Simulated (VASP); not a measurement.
NaI:

```
Na I
1.0
     0.00000    3.22972    3.22972
     3.22972    0.00000    3.22972
     3.22972    3.22972    0.00000
Na I
1 1
Direct
  0.00000 0.00000 0.00000
  0.50000 0.50000 0.50000
```

Base run:

| Item | Value |
| --- | --- |
| Program | VASP 6.6.1 |
| Functional | PBE |
| Potentials or basis | VASP PAW PBE potentials, release 64 (Na_pv, I) |
| Cutoff | 520 eV |
| k mesh | 8 × 8 × 8 |
| Occupations | gaussian, width 0.01 eV |
| Spin | no spin polarisation |

Its results: band gap on the k mesh 3.66 eV; pressure 0.5 GPa.

Problem. The run is repeated on the same cell with these changes: functional from PBE to r2SCAN; k mesh from 8 × 8 × 8 to 6 × 6 × 6. What comes out?

Solution. Band gap on the k mesh 4.46 eV; pressure -0.1 GPa.

Several settings changed at once.

Caveats: spin-orbit coupling is left out, which moves the levels of the heavy elements; the PAW data sets were made with another functional, which shifts forces and pressure a little (at least some runs).

